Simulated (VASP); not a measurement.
# Br (P6_3/mmc) in VASP: notebook

Runs on Br. Level: PBE. Tasks: relaxation of cell and atoms.

Program: VASP 6.6.1. These are calculated values, not measurements. Logs are shortened: lines on timing, memory, paths and dates and some standing lists are left out, and cuts for length are marked.

## Step 1: The cell of the first run

The structure is hexagonal, space group P6_3/mmc (No. 194). The conventional cell has a = 3.330 Å, b = 3.330 Å, c = 5.438 Å, α = 90.00°, β = 90.00°, γ = 120.00°. Br (site symmetry -6m2) has 12 Br at 3.33 Å within 4.4 Å.

## Step 2: Relaxation of cell and atoms, PBE

INCAR

```
ALGO = Normal
EDIFF = 1E-6
EDIFFG = -0.01
ENCUT = 600
GGA = PE
IBRION = 2
ISIF = 3
ISMEAR = -1
LASPH = T
LCHARG = F
LREAL = F
LWAVE = F
NELM = 80
NSW = 80
PREC = Accurate
SIGMA = 0.05
```

KPOINTS

```
k-points
0
Gamma
  14 14 8
```

POSCAR

```
Br
1.0
    3.3300000000      0.0000000000      0.0000000000
   -1.6650000000      2.8838645946      0.0000000000
    0.0000000000      0.0000000000      5.4378900000
Br
2
Direct
    0.3333333333      0.6666666667      0.2500000000
    0.6666666667      0.3333333333      0.7500000000
```

Potentials or basis: VASP PAW PBE potentials, release 64 (Br).

Started as:

```sh
$ cat potpaw_PBE.64/Br/POTCAR > POTCAR
$ mpirun -np 1 vasp_std > vasp.out
```

OUTCAR:

```text
EDIFF = 1E-6
   EDIFFG = -0.01
   ENCUT = 600
   GGA = PE
   IBRION = 2
   ISIF = 3
   ISMEAR = -1
   LASPH = T
   LREAL = F
   NELM = 80
   NSW = 80
   PREC = Accurate

 ion  position               nearest neighbor table
   1  0.333  0.667  0.250-
   2  0.667  0.333  0.750-

  LATTYP: Found a hexagonal cell.
 ALAT       =     3.3300000000
 C/A-ratio  =     1.6330000000

  Lattice vectors:

 A1 = (   3.3300000000,   0.0000000000,   0.0000000000)
 A2 = (  -1.6650000000,   2.8838645946,   0.0000000000)
 A3 = (   0.0000000000,   0.0000000000,   5.4378900000)

Analysis of symmetry for initial positions (statically):
=====================================================================
 Subroutine PRICEL returns:
 Original cell was already a primitive cell.

 Routine SETGRP: Setting up the symmetry group for a
 hexagonal supercell.

 Subroutine GETGRP returns: Found 24 space group operations
 (whereof 12 operations were pure point group operations)
 out of a pool of 24 trial point group operations.

The static configuration has the point symmetry D_3d.
 The point group associated with its full space group is D_6h.

Analysis of symmetry for dynamics (positions and initial velocities):
=====================================================================
 Subroutine PRICEL returns:
 Original cell was already a primitive cell.

 Routine SETGRP: Setting up the symmetry group for a
 hexagonal supercell.

 Subroutine GETGRP returns: Found 24 space group operations
 (whereof 12 operations were pure point group operations)
 out of a pool of 24 trial point group operations.

The dynamic configuration has the point symmetry D_3d.
 The point group associated with its full space group is D_6h.

 Subroutine INISYM returns: Found 24 space group operations
 (whereof 12 operations are pure point group operations),
 and found     1 'primitive' translations

----------------------------------------------------------------------------------------

                                     Primitive cell

  volume of cell :      52.2215

  direct lattice vectors                    reciprocal lattice vectors
     3.330000000  0.000000000  0.000000000     0.300300300  0.173378459  0.000000000
    -1.665000000  2.883864595  0.000000000     0.000000000  0.346756918  0.000000000
     0.000000000  0.000000000  5.437890000     0.000000000  0.000000000  0.183894856

  length of vectors
     3.330000000  3.330000000  5.437890000     0.346756918  0.346756918  0.183894856

  position of ions in fractional coordinates (direct lattice)
     0.333333333  0.666666667  0.250000000
[... 100 lines left out ...]
  Fermi-wavevector in a.u.,A,eV,Ry     =   1.055604  1.994802 15.160968  1.114300
  Thomas-Fermi vector in A             =   2.190808
   LORBIT       =      0    0 simple, 1 ext, 2 COOP (PROOUT), +10 PAW based schemes
   GGA     = PE    functional components
   LHFCALC =     F    Hartree Fock is set to
   AEXX    =    0.0000 exact exchange contribution
   IVDW    =     0    specifies the selected vdW correction
   LEPSILON=     F    determine dielectric tensor
   LRPA    =     F    only Hartree local field effects (RPA)
 conjugate gradient relaxation of ions
 non-spin polarized calculation
  energy-cutoff  :      600.00
  volume of cell :       52.22
 maximum number of plane-waves:      1768
 NGX is ok and might be reduce to    28
   NGX = 13   NGY = 13   NGZ = 21

--------------------------------------- Ionic step        1  -------------------------------------------

 number of electron      13.9999999 magnetization

 Free energy of the ion-electron system (eV)
  ---------------------------------------------------
  ext. energy  EPLUGINS =         0.00000000
  ---------------------------------------------------
  free energy    TOTEN  =        -1.91127816 eV

  energy without entropy =       -1.87474150  energy(sigma->0) =       -1.89300983

------------------------ aborting loop because EDIFF is reached ----------------------------------------

  FORCE on cell =-STRESS in cart. coord.  units (eV):
  Direction    XX          YY          ZZ          XY          YZ          ZX
  --------------------------------------------------------------------------------------
  -------------------------------------------------------------------------------------
  Total        0.2290377      0.2290377      0.2362902     -0.0000000     -0.0000000      0.0000000
  in kB        7.0269701      7.0269701      7.2494792     -0.0000000     -0.0000000      0.0000000
  external PRESSURE =       7.1011398 kB  Pullay stress =       0.0000000 kB
[... 59 lines left out ...]
--------------------------------------- Ionic step        3  -------------------------------------------

 number of electron      14.0000000 magnetization

 Free energy of the ion-electron system (eV)
  ---------------------------------------------------
  ext. energy  EPLUGINS =         0.00000000
  ---------------------------------------------------
  free energy    TOTEN  =        -1.91410908 eV

  energy without entropy =       -1.87607070  energy(sigma->0) =       -1.89508989

 E-fermi :   1.3731     XC(G=0):  -9.2422

 val. band max:        1.3656168667   @ k =   0.2857   0.2857   0.3750
 cond. band min:       1.3732803059   @ k =   0.4286   0.0714   0.1250
 fundamental gap:      0.0076634392
 Fermi energy:         1.3730724586

 k-point     1 :       0.0000    0.0000    0.0000
  band No.  band energies     occupation
      1     -13.7925      2.00000
      2     -12.4707      2.00000
      3      -3.0040      2.00000
      4       1.5983      0.02187
      5       1.5983      0.02187
      6       2.2165      0.00000
      7       2.2165      0.00000
      8       2.2470      0.00000
      9       9.2913      0.00000
     10       9.6932      0.00000
     11      13.6901      0.00000
[... 309 lines left out ...]
 k-point    24 :       0.3571    0.2857    0.0000
  band No.  band energies     occupation
      1     -12.1983      2.00000
      2     -12.0772      2.00000
      3      -2.0797      2.00000
      4      -1.1949      2.00000
      5      -1.1661      2.00000
      6      -0.2138      2.00000
      7      -0.1683      2.00000
      8       0.2062      2.00000
      9       8.8557      0.00000
     10      12.6468      0.00000
     11      13.3741      0.00000

 [... further k-points ...]

------------------------ aborting loop because EDIFF is reached ----------------------------------------

  FORCE on cell =-STRESS in cart. coord.  units (eV):
  Direction    XX          YY          ZZ          XY          YZ          ZX
  --------------------------------------------------------------------------------------
  -------------------------------------------------------------------------------------
  Total       -0.0001093     -0.0001093      0.0165168     -0.0000000     -0.0000000      0.0000000
  in kB       -0.0032728     -0.0032728      0.4947087     -0.0000000     -0.0000000      0.0000000
  external PRESSURE =       0.1627211 kB  Pullay stress =       0.0000000 kB
[... 17 lines left out ...]
  FREE ENERGIE OF THE ION-ELECTRON SYSTEM (eV)
  ---------------------------------------------------
  free  energy   TOTEN  =        -1.9141090799 eV

  energy  without entropy=       -1.8760706958  energy(sigma->0) =       -1.89508989

 reached required accuracy - stopping structural energy minimisation
```

OSZICAR:

```text
N       E                     dE             d eps       ncg     rms          rms(c)
DAV:   1     0.887136163616E+02    0.88714E+02   -0.67464E+03  2640   0.122E+03
DAV:   2     0.266841715101E+01   -0.86045E+02   -0.83420E+02  4146   0.184E+02
DAV:   3    -0.187082692545E+01   -0.45392E+01   -0.44260E+01  3279   0.507E+01
[... 18 lines left out ...]
DAV:   2    -0.191478551330E+01    0.24725E-02   -0.31486E-03  2703   0.382E-01    0.119E-01
DAV:   3    -0.191411320066E+01    0.67231E-03   -0.19367E-03  2838   0.281E-01    0.105E-01
DAV:   4    -0.191411596105E+01   -0.27604E-05   -0.21821E-05  2898   0.377E-02    0.231E-02
DAV:   5    -0.191410884954E+01    0.71115E-05   -0.25889E-05  2943   0.338E-02    0.725E-03
DAV:   6    -0.191410907993E+01   -0.23039E-06   -0.23401E-07  1647   0.399E-03
   3 F= -.19141091E+01 E0= -.18950899E+01  d E =-.283092E-02
```

CONTCAR:

```text
Br
   1.00000000000000
     3.3565070221991697   -0.0000000000000000    0.0000000000000000
    -1.6782535110995849    2.9068203492031071    0.0000000000000000
     0.0000000000000000   -0.0000000000000000    5.4825466180181781
  Br
     2
Direct
     0.3333333332999970    0.6666666667000030    0.2500000000000000
     0.6666666667000030    0.3333333332999970    0.7500000000000000

  0.00000000E+00  0.00000000E+00  0.00000000E+00
  0.00000000E+00  0.00000000E+00  0.00000000E+00
```

Wall time 79 s (1 thread of Intel Xeon 6975P-C (Granite Rapids), shared host); peak memory 0.23 GiB.

What came out:

| Property | Result |
| --- | --- |
| Free energy | -1.9141 eV |
| Relaxed volume | 26.75 Å³/atom |
| Relaxed cell | a = 3.357 Å, b = 3.357 Å, c = 5.483 Å, α = 90.00°, β = 90.00°, γ = 120.00° |
| Space group after relaxing (to 0.1 Å) | P6_3/mmc (No. 194) |
| Energy gained by relaxing | 1.4 meV/atom |
| Ionic steps | 3 |
| Pressure after relaxing | 0.0 GPa |
| Band gap on the k mesh | zero (bands 7 and 8 overlap by 2.01 eV) |

The path:
```tsv
step	energy change (eV)	largest force (eV/Å)	pressure (GPa)	volume (Å³)
1	0.0000	0.0000	0.71	52.22
2	-0.0025	0.0000	0.21	53.10
3	-0.0028	0.0000	0.02	53.49
```

Final structure:
```
CELL_PARAMETERS angstrom
3.35651 0.00000 0.00000
-1.67825 2.90682 0.00000
0.00000 0.00000 5.48255
ATOMIC_POSITIONS crystal
Br 0.33333 0.66667 0.25000
Br 0.66667 0.33333 0.75000
```

Levels at points of the mesh, in eV from the Fermi level:
```tsv
k point	band 3	band 4	band 5	band 6	band 7	band 8	band 9	band 10	band 11
(0.00, 0.00, 0.00)	-4.38	0.23	0.23	0.84	0.84	0.87	7.92	8.32	12.32
(0.50, 0.00, 0.00)	-4.00	-3.08	-2.24	-1.03	-0.71	0.23	7.48	8.51	9.33
(0.00, 0.00, 0.50)	-2.12	-2.12	0.53	0.53	0.53	0.53	9.16	9.16	12.29
(0.50, 0.00, 0.50)	-4.12	-4.12	-0.54	-0.54	-0.46	-0.46	7.84	7.84	9.49
```

## Step 3: Relaxation of cell and atoms, PBE

This run uses another cell than the first one, of 36.14 Å³/atom.

INCAR

```
SYSTEM = Br
PREC = Accurate
ENCUT = 600
EDIFF = 1E-6
ISMEAR = -1
SIGMA = 0.05
LREAL = .False.
LASPH = .True.
NELM = 100
ALGO = Normal
ISIF = 3
LWAVE = .False.
LCHARG = .False.
GGA = PE
IBRION = 2
NSW = 80
EDIFFG = -0.01
```

KPOINTS

```
Automatic mesh
0
Gamma
  16 16 5
  0 0 0
```

POSCAR

```
Br
1.0
    3.0214271867      0.0000000000      0.0000000000
   -1.5107135934      2.6166326994      0.0000000000
    0.0000000000      0.0000000000      9.1416088118
Br
2
Direct
    0.3333333333      0.6666666667      0.2500000000
    0.6666666667      0.3333333333      0.7500000000
```

Potentials or basis: VASP PAW PBE potentials, release 64 (Br).

Started as:

```sh
$ cat potpaw_PBE.64/Br/POTCAR > POTCAR
$ mpirun -np 1 vasp_std > vasp.out
```

OUTCAR:

```text
SYSTEM = Br
   PREC = Accurate
   ENCUT = 600
   EDIFF = 1E-6
   ISMEAR = -1
   LREAL = .False.
   LASPH = .True.
   NELM = 100
   ISIF = 3
   GGA = PE
   IBRION = 2
   NSW = 80
   EDIFFG = -0.01

 ion  position               nearest neighbor table
   1  0.333  0.667  0.250-
   2  0.667  0.333  0.750-

  LATTYP: Found a hexagonal cell.
 ALAT       =     3.0214271867
 C/A-ratio  =     3.0255929556

  Lattice vectors:

 A1 = (   3.0214271867,   0.0000000000,   0.0000000000)
 A2 = (  -1.5107135934,   2.6166326994,   0.0000000000)
 A3 = (   0.0000000000,   0.0000000000,   9.1416088118)

Analysis of symmetry for initial positions (statically):
=====================================================================
 Subroutine PRICEL returns:
 Original cell was already a primitive cell.

 Routine SETGRP: Setting up the symmetry group for a
 hexagonal supercell.

 Subroutine GETGRP returns: Found 24 space group operations
 (whereof 12 operations were pure point group operations)
 out of a pool of 24 trial point group operations.

The static configuration has the point symmetry D_3d.
 The point group associated with its full space group is D_6h.

Analysis of symmetry for dynamics (positions and initial velocities):
=====================================================================
 Subroutine PRICEL returns:
 Original cell was already a primitive cell.

 Routine SETGRP: Setting up the symmetry group for a
 hexagonal supercell.

 Subroutine GETGRP returns: Found 24 space group operations
 (whereof 12 operations were pure point group operations)
 out of a pool of 24 trial point group operations.

The dynamic configuration has the point symmetry D_3d.
 The point group associated with its full space group is D_6h.

[... 172 lines left out ...]
    total drift:                                0.000000     -0.000000      0.000000

  FREE ENERGIE OF THE ION-ELECTRON SYSTEM (eV)
  ---------------------------------------------------
  free  energy   TOTEN  =        -2.4740044194 eV

  energy  without entropy=       -2.4575435463  energy(sigma->0) =       -2.46577398

--------------------------------------- Ionic step        2  -------------------------------------------

 number of electron      14.0000004 magnetization

 Free energy of the ion-electron system (eV)
  ---------------------------------------------------
  ext. energy  EPLUGINS =         0.00000000
  ---------------------------------------------------
  free energy    TOTEN  =        -2.47403782 eV

  energy without entropy =       -2.45755336  energy(sigma->0) =       -2.46579559

 E-fermi :  -0.5267     XC(G=0):  -7.4631

 val. band max:       -0.5319376116   @ k =   0.5000  -0.0000   0.0000
 cond. band min:      -0.5005848955   @ k =   0.4375  -0.0000   0.0000
 fundamental gap:      0.0313527161
 Fermi energy:        -0.5266695538

 k-point     1 :       0.0000    0.0000    0.0000
  band No.  band energies     occupation
      1     -16.1590      2.00000
      2     -16.1303      2.00000
      3      -3.8382      2.00000
      4      -3.2273      2.00000
      5       1.1245      0.00000
      6       1.1245      0.00000
      7       1.1309      0.00000
      8       1.1309      0.00000
      9       4.5602      0.00000
     10       8.1992      0.00000
     11      10.0691      0.00000
[... 309 lines left out ...]
 k-point    24 :       0.2500    0.1875    0.0000
  band No.  band energies     occupation
      1     -14.5403      2.00000
      2     -14.5236      2.00000
      3      -4.2687      2.00000
      4      -4.2529      2.00000
      5      -2.0625      2.00000
      6      -1.7700      2.00000
      7      -1.7513      2.00000
      8      -1.7291      2.00000
      9       7.6918      0.00000
     10       7.7232      0.00000
     11       9.0690      0.00000

 [... further k-points ...]

------------------------ aborting loop because EDIFF is reached ----------------------------------------

  FORCE on cell =-STRESS in cart. coord.  units (eV):
  Direction    XX          YY          ZZ          XY          YZ          ZX
  --------------------------------------------------------------------------------------
  -------------------------------------------------------------------------------------
  Total       -0.0022341     -0.0022341     -0.0099138      0.0000000      0.0000000      0.0000000
  in kB       -0.0494299     -0.0494299     -0.2193446      0.0000000      0.0000000      0.0000000
  external PRESSURE =      -0.1060681 kB  Pullay stress =       0.0000000 kB

 VOLUME and BASIS-vectors are now :
 -----------------------------------------------------------------------------
  energy-cutoff  :      600.00
  volume of cell :       72.41
      direct lattice vectors                 reciprocal lattice vectors
     3.024218236 -0.000000000  0.000000000     0.330663967  0.190908931 -0.000000000
    -1.512109118  2.619049819 -0.000000000     0.000000000  0.381817861 -0.000000000
     0.000000000  0.000000000  9.142535707     0.000000000  0.000000000  0.109378845

 POSITION                                       TOTAL-FORCE (eV/Angst)
 -----------------------------------------------------------------------------------
     -0.00000      1.74603      2.28563        -0.000000      0.000000      0.000000
      1.51211      0.87302      6.85690         0.000000     -0.000000      0.000000
 -----------------------------------------------------------------------------------
    total drift:                                0.000000     -0.000000      0.000000

  FREE ENERGIE OF THE ION-ELECTRON SYSTEM (eV)
  ---------------------------------------------------
  free  energy   TOTEN  =        -2.4740378206 eV

  energy  without entropy=       -2.4575533608  energy(sigma->0) =       -2.46579559

 reached required accuracy - stopping structural energy minimisation
```

OSZICAR:

```text
N       E                     dE             d eps       ncg     rms          rms(c)
DAV:   1     0.100505215444E+03    0.10051E+03   -0.62595E+03  1980   0.117E+03
DAV:   2     0.414328066950E+01   -0.96362E+02   -0.92309E+02  3157   0.177E+02
DAV:   3    -0.247796657445E+01   -0.66212E+01   -0.64943E+01  2369   0.592E+01
DAV:   4    -0.256342953782E+01   -0.85463E-01   -0.85331E-01  2359   0.769E+00
DAV:   5    -0.256447782199E+01   -0.10483E-02   -0.10479E-02  2465   0.841E-01    0.665E+00
DAV:   6    -0.250193194145E+01    0.62546E-01   -0.41804E-02  2322   0.140E+00    0.412E+00
DAV:   7    -0.247444425313E+01    0.27488E-01   -0.90397E-02  2340   0.209E+00    0.175E-01
DAV:   8    -0.247398760775E+01    0.45665E-03   -0.25902E-03  2328   0.369E-01    0.492E-02
DAV:   9    -0.247399635798E+01   -0.87502E-05   -0.18090E-05  2467   0.399E-02    0.111E-02
DAV:  10    -0.247400382264E+01   -0.74647E-05   -0.16224E-05  2337   0.345E-02    0.406E-03
DAV:  11    -0.247400441939E+01   -0.59675E-06   -0.63587E-07  1680   0.748E-03
   1 F= -.24740044E+01 E0= -.24657740E+01  d E =-.247400E+01
       N       E                     dE             d eps       ncg     rms          rms(c)
DAV:   1    -0.247425777150E+01   -0.25395E-03   -0.65019E-03  2259   0.550E-01    0.747E-02
DAV:   2    -0.247408938200E+01    0.16839E-03   -0.21191E-04  2367   0.106E-01    0.357E-02
DAV:   3    -0.247403743549E+01    0.51947E-04   -0.15567E-04  2271   0.805E-02    0.327E-02
DAV:   4    -0.247403782056E+01   -0.38508E-06   -0.98108E-07  1816   0.854E-03
   2 F= -.24740378E+01 E0= -.24657956E+01  d E =-.334012E-04
```

It took 42 s on 1 thread of Intel Xeon 6975P-C (Granite Rapids), shared host; peak memory 0.25 GiB.

What came out:

```yaml
Free_energy: -2.4740 eV
Relaxed_volume: 36.21 Å³/atom
Relaxed_cell: a = 3.024 Å, b = 3.024 Å, c = 9.143 Å, α = 90.00°, β = 90.00°, γ = 120.00°
Space_group_after_relaxing_to_0.1_Å: P6_3/mmc (No. 194)
Energy_gained_by_relaxing: 0.0 meV/atom
Ionic_steps: 2
Pressure_after_relaxing: 0.0 GPa
Band_gap_on_the_k_mesh: zero (bands 7 and 8 overlap by 2.89 eV)
```

Final structure:
```
CELL_PARAMETERS angstrom
3.02422 0.00000 0.00000
-1.51211 2.61905 0.00000
0.00000 0.00000 9.14254
ATOMIC_POSITIONS crystal
Br 0.33333 0.66667 0.25000
Br 0.66667 0.33333 0.75000
```

Caveat: this functional lacks dispersion, which binds layers or chains, so the pressure and a relaxed spacing across them are unreliable.

The gap in the log of VASP goes by the Fermi energy; the results here count the filled bands.